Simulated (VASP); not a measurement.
Write the native input for VASP 6.6.1 that does the following.

| Item | Value |
| --- | --- |
| Task | relaxation of cell and atoms |
| Functional | PBE |
| Potentials or basis | VASP PAW PBE potentials, release 64 (Er_3, Be), 4f in core |
| Cutoff | 600 eV |
| k mesh | 7 × 7 × 4 |
| Occupations | gaussian, width 0.2 eV |
| Spin | no spin polarisation |
| Dipole correction | no |
| Further INCAR settings | ALGO = Normal; EDIFF = 1e-07; IBRION = 2; EDIFFG = -0.08; NSW = 36; ISIF = 3 |

The structure of ErBe lies in POSCAR:

```
ErBe
1.0
    3.0745283100      0.0000000000      0.0000000000
   -1.5372641600      2.6626196200      0.0000000000
    0.0000000000      0.0000000000      4.9307318500
Er Be
1 1
Direct
    0.6666666700      0.3333333300      0.5000000000
    0.3333333300      0.6666666700      0.0000000000
```

The cell was generated, and may not be a known phase.

One way to write it, as run:

INCAR

```
SYSTEM = ErBe
PREC = Accurate
ENCUT = 600
EDIFF = 1E-7
ISMEAR = 0
SIGMA = 0.2
LREAL = .False.
LASPH = .True.
NELM = 200
ALGO = Normal
ISIF = 3
LWAVE = .False.
LCHARG = .False.
GGA = PE
IBRION = 2
NSW = 36
EDIFFG = -0.08
GGA_COMPAT = .False.
NELMIN = 4
LMAXMIX = 6
```

KPOINTS

```
regular mesh
0
Gamma
  7 7 4
  0 0 0
```

Potentials or basis: VASP PAW PBE potentials, release 64 (Er_3, Be), 4f in core.

The run is started by

```sh
$ cat potpaw_PBE.64/Er_3/POTCAR potpaw_PBE.64/Be/POTCAR > POTCAR
$ mpirun -np 1 vasp_std > vasp.out
```

Results of the run:

```yaml
Relaxed_volume: 22.04 Å³/atom
Relaxed_cell: a = 3.629 Å, b = 3.629 Å, c = 3.864 Å, α = 90.00°, β = 90.00°, γ = 120.00°
Space_group_after_relaxing_to_0.1_Å: P-6m2 (No. 187)
Energy_gained_by_relaxing: 164.0 meV/atom
Ionic_steps: 12
Pressure_after_relaxing: 0.0 GPa
Band_gap_on_the_k_mesh: zero (an odd number of electrons rules out a gap without spin polarisation)
```

Caveat: a cell axis changed by over 15 % at a fixed basis, so the end point is rough; spin-orbit coupling is left out, which moves the levels of the heavy elements; the 4f electrons are frozen in the core, so they carry no moment and show no levels.

It took 62 s on 1 thread of Intel(R) Xeon(R) Platinum 8559C (Emerald Rapids), with other jobs on the host, peak memory 0.19 GiB.
